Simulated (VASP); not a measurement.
Si4C3, 14 atoms in the cell. It takes space group P3m1 (No. 156, trigonal). The conventional cell has a = 3.138 Å, b = 3.138 Å, c = 18.808 Å, α = 90.00°, β = 90.00°, γ = 120.00°. Within 2.5 Å of Si (site symmetry 3m) lie 4 C at 1.89 to 1.92 Å. Within 2.5 Å of Si (site symmetry 3m) lie 4 C at 1.89 to 1.91 Å. Si (site symmetry 3m) has 1 C at 1.89 Å and 3 Si at 2.25 Å within 2.5 Å. Si (site symmetry 3m) has 3 C at 1.91 Å and 1 Si at 2.37 Å within 2.5 Å. Within 2.5 Å of Si (site symmetry 3m) lie 4 C at 1.91 to 1.92 Å. Si (site symmetry 3m) has 4 C at 1.90 to 1.91 Å within 2.5 Å. Si (site symmetry 3m) has 4 C at 1.91 Å within 2.5 Å. Within 3.0 Å of Si (site symmetry 3m) lie 4 Si at 2.25 to 2.37 Å. 

| Property | Result |
| --- | --- |
| Program | VASP 6.6.1 |
| Task | single point |
| Functional | PBE |
| Potentials or basis | VASP PAW PBE potentials, release 64 (Si, C) |
| Cutoff | 520 eV |
| k mesh | 12 × 12 × 2 |
| Occupations | gaussian, width 0.1 eV |
| Spin | no spin polarisation |
| Dipole correction | no |
| Further INCAR settings | ALGO = Normal; EDIFF = 1e-06; NBANDS = 41 |

Potentials or basis: VASP PAW PBE potentials, release 64 (Si, C).

Launch:

```bash
$ cat potpaw_PBE.64/Si/POTCAR potpaw_PBE.64/C/POTCAR > POTCAR
$ mpirun -np 1 vasp_std > vasp.out
```

Hardware: 1 thread of AMD EPYC 9R45 96-Core Processor (Zen 5), with other jobs on the host.

Problem. How long does it take, and how much memory?

Solution. Wall time 3.2 min on 1 thread of AMD EPYC 9R45 96-Core Processor (Zen 5) (shared host), peak memory 0.34 GiB. Counts: scf iterations 16, k points 38.
